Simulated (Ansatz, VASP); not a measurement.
One calculation of SiO2, two programs

The input INCAR:

```
SYSTEM = SiO2
PREC = Accurate
ENCUT = 600
EDIFF = 1E-6
ISMEAR = 0
SIGMA = 0.02
LREAL = .FALSE.
LASPH = .TRUE.
NELM = 80
ALGO = Normal
ISIF = 3
LWAVE = .FALSE.
LCHARG = .FALSE.
IBRION = 2
NSW = 100
EDIFFG = -0.002
```

File KPOINTS:

```
Automatic mesh
0
G
  6 6 8
  0 0 0
```

Contents of POSCAR:

```
SiO2
1.0
    4.1865000000      0.0000000000      0.0000000000
    0.0000000000      4.1865000000      0.0000000000
    0.0000000000      0.0000000000      2.6684000000
Si O
2 4
Direct
    0.0000000000      0.0000000000      0.0000000000
    0.5000000000      0.5000000000      0.5000000000
    0.3059000000      0.3059000000      0.0000000000
    0.1941000000      0.8059000000      0.5000000000
    0.6941000000      0.6941000000      0.0000000000
    0.8059000000      0.1941000000      0.5000000000
```

Input for Ansatz:

```yaml
crystal:
  lattice:
    - [4.1865, 0.0, 0.0]
    - [0.0, 4.1865, 0.0]
    - [0.0, 0.0, 2.6684]
  atoms:
    - { symbol: Si, position: [0.0, 0.0, 0.0] }
    - { symbol: Si, position: [0.5, 0.5, 0.5] }
    - { symbol: O, position: [0.3059, 0.3059, 0.0] }
    - { symbol: O, position: [0.1941, 0.8059, 0.5] }
    - { symbol: O, position: [0.6941, 0.6941, 0.0] }
    - { symbol: O, position: [0.8059, 0.1941, 0.5] }
basis:
  ecutwfc: 420
kpoints:
  mp_grid: { grid: [6, 6, 8] }
hamiltonian:
  xc: lda
  pseudopotentials: { kind: paw, azcp: { folder: soft_1 } }
scf:
  occupations: { method: gaussian, width: 0.02 }
output:
  forces: true
  stress: true
  eigenvalues: true
relax:
  adjacent_minimum: "off"
  f_tol: 0.002
  max_steps: 80
  cell: { stress_tol: 0.02 }
```

Alike in both runs: task relaxation of cell and atoms; functional LDA; k mesh 6 × 6 × 8; occupations gaussian, width 0.02 eV; no spin polarisation.

```csv
,VASP,Ansatz
version,VASP 6.6.1,Ansatz 0.2.0
potentials or method,"VASP PAW LDA potentials, release 64 (Si, O), cutoff 600 eV","scalar-relativistic, plane waves, PAW"
valence electrons in the cell,32,32
```

```csv
,VASP,Ansatz,Ansatz less VASP
"gap on the k mesh at the Fermi level, each at its own relaxed structure (eV)",5.78,5.82,+0.035
relaxed volume (Å³/atom),7.67,7.66,-0.010
relaxed length of the cell vector where the two differ most in proportion (Å),2.666,2.661,-0.0046
```

Ansatz warns that its potentials were made for another functional, while VASP's fit it. LDA's correlation is that of Perdew and Zunger in VASP and of Perdew and Wang (1992) in Ansatz.
